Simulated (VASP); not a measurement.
A run of VASP 6.6.1:

POSCAR

```
Cu
1.0
    0.0000000000      1.7884957528      1.7884957528
    1.7884957528      0.0000000000      1.7884957528
    1.7884957528      1.7884957528      0.0000000000
Cu
1
Direct
    0.0000000000      0.0000000000      0.0000000000
```

Contents of INCAR.step1:

```
PREC = Accurate ; ENCUT = 600
ISMEAR = -1 ; SIGMA = 0.1
LREAL = False ; LASPH = True
NELM = 80 ; GGA = PE
ALGO = Normal ; EDIFF = 1E-4
LWAVE = True ; LCHARG = False
```

Contents of INCAR.step2:

```
PREC = Accurate ; ENCUT = 600
EDIFF = 1E-7 ; ISMEAR = -1
SIGMA = 0.1 ; LREAL = False
LASPH = True ; NELM = 80
ALGO = Normal ; ISIF = 3
LWAVE = False ; LCHARG = False
METAGGA = R2SCAN ; LMIXTAU = True
IBRION = 2 ; NSW = 100
EDIFFG = -0.002 ; PSTRESS = 20.0
ISTART = 1
```

Contents of KPOINTS:

```
regular mesh
0
Gamma
  26 26 26
```

Potentials or basis: VASP PAW PBE potentials, release 64 (Cu).

The run is started by

```bash
$ cat potpaw_PBE.64/Cu/POTCAR > POTCAR
$ cp INCAR.step1 INCAR
$ mpirun -np 1 vasp_std > vasp.out
$ cp INCAR.step2 INCAR
$ mpirun -np 1 vasp_std > vasp.out
```

Hardware: 1 thread of Oxide Virtual Turin-like Processor, with other jobs on the host.

Problem. How long does it take, and how much memory?

Solution. Wall time 16 min on 1 thread of Oxide Virtual Turin-like Processor (shared host), peak memory 0.16 GiB. Counts: k points 511, ion steps 4.
